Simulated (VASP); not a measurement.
# AlFe3B (Pm-3m) in VASP: single point with PBE

Aim: the single point of AlFe3B with PBE.

Everything below comes from runs of VASP 6.6.1. Logs are shortened: lines on timing, memory, paths and dates and some standing lists are left out, and cuts for length are marked.

### Step 1. The cell of the first run

The structure is cubic, space group Pm-3m (No. 221). Conventional cell: a = 3.822 Å, b = 3.822 Å, c = 3.822 Å, α = 90.00°, β = 90.00°, γ = 90.00°. Al (site symmetry m-3m) has 12 Fe at 2.70 Å and 8 B at 3.31 Å within 3.6 Å. Within 2.5 Å of Fe (site symmetry 4/mmm) lie 2 B at 1.91 Å. Within 2.5 Å of B (site symmetry m-3m) lie 6 Fe at 1.91 Å.

### Step 2. Single point, PBE, collinear spin, antiferromagnetic start

INCAR reads:

```
ALGO = Normal ; EDIFF = 1E-6
ENCUT = 520 ; GGA = PE
ISIF = 2 ; ISMEAR = 0
ISPIN = 2 ; LASPH = T
LCHARG = T ; LELF = T
LMAXMIX = 4 ; LORBIT = 11
LREAL = F ; LVHAR = T
LWAVE = F ; MAGMOM = 0 0 4 4 4 -4 -4 -4 0 0
NBANDS = 45 ; NELM = 150
PREC = Accurate ; SIGMA = 0.1
```

KPOINTS reads:

```
k-points
0
Gamma
  10 10 5
```

POSCAR reads:

```
AlFe3B
1.0
    3.8223220000      0.0000000000      3.8223220000
    0.0000000000      3.8223220000      3.8223220000
    0.0000000000      0.0000000000      7.6446440000
Al Fe B
2 6 2
Direct
    0.5000000000      0.5000000000      0.7500000000
    0.5000000000      0.5000000000      0.2500000000
    0.5000000000      0.0000000000      0.7500000000
    0.0000000000      0.5000000000      0.7500000000
    0.0000000000      0.0000000000      0.2500000000
    0.5000000000      0.0000000000      0.2500000000
    0.0000000000      0.5000000000      0.2500000000
    0.0000000000      0.0000000000      0.7500000000
    0.0000000000      0.0000000000      0.0000000000
    0.0000000000      0.0000000000      0.5000000000
```

Potentials or basis: VASP PAW PBE potentials, release 64 (Al, Fe, B).

The run is started by

```console
$ cat potpaw_PBE.64/Al/POTCAR potpaw_PBE.64/Fe/POTCAR potpaw_PBE.64/B/POTCAR > POTCAR
$ mpirun -np 1 vasp_std > vasp.out
```

OUTCAR:

```text
EDIFF = 1E-6
   ENCUT = 520
   GGA = PE
   ISIF = 2
   ISMEAR = 0
   ISPIN = 2
   LASPH = T
   LORBIT = 11
   LREAL = F
   NELM = 150
   PREC = Accurate

 ion  position               nearest neighbor table
   1  0.500  0.500  0.750-   3 2.70   4 2.70   5 2.70   6 2.70   7 2.70   3 2.70   6 2.70   8 2.70
                             4 2.70   7 2.70   8 2.70   5 2.70
   2  0.500  0.500  0.250-   6 2.70   7 2.70   3 2.70   4 2.70   8 2.70   3 2.70   5 2.70   6 2.70
                             4 2.70   5 2.70   7 2.70   8 2.70
   3  0.500  0.000  0.750-  10 1.91   9 1.91   1 2.70   2 2.70   5 2.70   7 2.70   1 2.70   2 2.70
                             4 2.70   4 2.70   5 2.70   8 2.70   8 2.70   7 2.70
   4  0.000  0.500  0.750-  10 1.91   9 1.91   1 2.70   2 2.70   5 2.70   6 2.70   3 2.70   5 2.70
                             8 2.70   8 2.70   1 2.70   2 2.70   3 2.70   6 2.70
   5  0.000  0.000  0.250-   9 1.91  10 1.91   6 2.70   7 2.70   1 2.70   3 2.70   4 2.70   2 2.70
                             4 2.70   7 2.70   2 2.70   3 2.70   6 2.70   1 2.70
   6  0.500  0.000  0.250-   9 1.91  10 1.91   2 2.70   1 2.70   4 2.70   8 2.70   1 2.70   2 2.70
                             7 2.70   5 2.70   7 2.70   8 2.70   5 2.70   4 2.70
   7  0.000  0.500  0.250-   9 1.91  10 1.91   2 2.70   1 2.70   3 2.70   8 2.70   5 2.70   6 2.70
                             8 2.70   5 2.70   1 2.70   2 2.70   6 2.70   3 2.70
   8  0.000  0.000  0.750-   9 1.91  10 1.91   3 2.70   4 2.70   2 2.70   6 2.70   7 2.70   1 2.70
                             4 2.70   7 2.70   1 2.70   3 2.70   6 2.70   2 2.70
   9  0.000  0.000  0.000-   3 1.91   4 1.91   5 1.91   8 1.91   7 1.91   6 1.91
  10  0.000  0.000  0.500-   5 1.91   6 1.91   7 1.91   8 1.91   4 1.91   3 1.91

  LATTYP: Found a face centered cubic cell.
 ALAT       =     7.6446440000

  Lattice vectors:

 A1 = (   3.8223220000,  -3.8223220000,   0.0000000000)
 A2 = (   3.8223220000,   0.0000000000,   3.8223220000)
 A3 = (   0.0000000000,  -3.8223220000,   3.8223220000)

Analysis of symmetry for initial positions (statically):
=====================================================================
 Subroutine PRICEL returns following result:

  LATTYP: Found a simple cubic cell.
 ALAT       =     3.8223220000
[... 12 lines left out ...]
 Subroutine GETGRP returns: Found 48 space group operations
 (whereof 48 operations were pure point group operations)
 out of a pool of 48 trial point group operations.

The static configuration has the point symmetry O_h .

Analysis of symmetry for dynamics (positions and initial velocities):
=====================================================================
 Subroutine PRICEL returns following result:

  LATTYP: Found a simple cubic cell.
 ALAT       =     3.8223220000
[... 12 lines left out ...]
 Subroutine GETGRP returns: Found 48 space group operations
 (whereof 48 operations were pure point group operations)
 out of a pool of 48 trial point group operations.

The dynamic configuration has the point symmetry O_h .

Analysis of structural, dynamic, and magnetic symmetry:
[... 1264 lines left out ...]
     42      12.0137      0.00000

 [... further k-points ...]

 spin component 2

 k-point     1 :       0.0000    0.0000    0.0000
  band No.  band energies     occupation
      1      -4.1773      1.00000
      2      -0.0020      1.00000
      3       0.4286      1.00000
      4       0.7612      1.00000
      5       0.7612      1.00000
      6       0.7781      1.00000
[... 1069 lines left out ...]
     41       9.6509      0.00000
     42      12.0137      0.00000

 [... further k-points ...]

 [bands above 42 left out]

------------------------ aborting loop because EDIFF is reached ----------------------------------------

  FORCE on cell =-STRESS in cart. coord.  units (eV):
  Direction    XX          YY          ZZ          XY          YZ          ZX
  --------------------------------------------------------------------------------------
  -------------------------------------------------------------------------------------
  Total       -0.3063492     -0.3063492     -0.3063492      1.5407454      1.5407454      1.5407454
  in kB       -4.3945610     -4.3945610     -4.3945610     22.1019028     22.1019028     22.1019028
  external PRESSURE =      -4.3945610 kB  Pullay stress =       0.0000000 kB

 VOLUME and BASIS-vectors are now :
 -----------------------------------------------------------------------------
  energy-cutoff  :      520.00
  volume of cell :      111.69
      direct lattice vectors                 reciprocal lattice vectors
     3.822322000  0.000000000  3.822322000     0.261621077  0.000000000  0.000000000
     0.000000000  3.822322000  3.822322000     0.000000000  0.261621077  0.000000000
     0.000000000  0.000000000  7.644644000    -0.130810539 -0.130810539  0.130810539

 POSITION                                       TOTAL-FORCE (eV/Angst)
 -----------------------------------------------------------------------------------
      1.91116      1.91116      9.55581        -0.000000     -0.000000      0.000000
      1.91116      1.91116      5.73348        -0.000000     -0.000000     -0.000000
      1.91116      0.00000      7.64464        -0.000000      0.000000      0.000000
      0.00000      1.91116      7.64464        -0.000000     -0.000000     -0.000000
      0.00000      0.00000      1.91116        -0.000000     -0.000000      0.000000
      1.91116      0.00000      3.82232        -0.000000      0.000000      0.000000
      0.00000      1.91116      3.82232         0.000000     -0.000000     -0.000000
      0.00000      0.00000      5.73348         0.000000      0.000000      0.000000
      0.00000      0.00000      0.00000         0.000000     -0.000000      0.000000
      0.00000      0.00000      3.82232         0.000000     -0.000000      0.000000
 -----------------------------------------------------------------------------------
    total drift:                               -0.000000      0.000000     -0.000000

  FREE ENERGIE OF THE ION-ELECTRON SYSTEM (eV)
  ---------------------------------------------------
  free  energy   TOTEN  =       -71.4029093311 eV

  energy  without entropy=      -71.3509240647  energy(sigma->0) =      -71.37691670

 total charge

# of ion       s       p       d       tot
------------------------------------------
    1        0.389   0.354   0.000   0.742
    2        0.389   0.354   0.000   0.742
    3        0.448   0.609   6.392   7.449
    4        0.448   0.609   6.392   7.449
    5        0.448   0.609   6.392   7.449
    6        0.448   0.609   6.392   7.449
    7        0.448   0.609   6.392   7.449
    8        0.448   0.609   6.392   7.449
    9        0.811   1.318   0.000   2.129
   10        0.811   1.318   0.000   2.129
--------------------------------------------------
tot          5.090   6.997  38.350  50.437

 magnetization (x)

# of ion       s       p       d       tot
------------------------------------------
    1        0.000  -0.001   0.000  -0.001
    2       -0.000   0.001   0.000   0.001
    3        0.009   0.009   1.384   1.403
    4        0.009   0.009   1.384   1.403
    5        0.009   0.009   1.384   1.403
    6       -0.009  -0.009  -1.384  -1.403
    7       -0.009  -0.009  -1.384  -1.403
    8       -0.009  -0.009  -1.384  -1.403
    9        0.000   0.000   0.000   0.000
   10        0.000   0.000   0.000   0.000
--------------------------------------------------
tot          0.000   0.000   0.000   0.000
```

stdout:

```text
POSCAR found type information on POSCAR AlFeB
 POSCAR found :  3 types and      10 ions
 scaLAPACK will be used
 LDA part: xc-table for (Slater+PW92), standard interpolation
 POSCAR, INCAR and KPOINTS ok, starting setup
 FFT: planning ... GRIDC
 FFT: planning ... GRID_SOFT
 FFT: planning ... GRID
 WAVECAR not read
 entering main loop
```

It took 30 min on 1 thread of Oxide Virtual Turin-like, shared host; peak memory 0.6 GiB.

What came out:

* Free energy: -71.4029 eV
* Pressure: -0.4 GPa
* Band gap on the k mesh: zero (filled and empty bands overlap)
* Net moment: 0.00 μB per cell
* Site moments: Al -0.00, +0.00; Fe +1.40, -1.40 (each value once); B +0.00 μB
* Valence electrons inside the program's atomic spheres: Al 0.74; Fe 7.45; B 2.13

Caveat: the antiferromagnetic order is the one typed at the start, and another may lie lower.
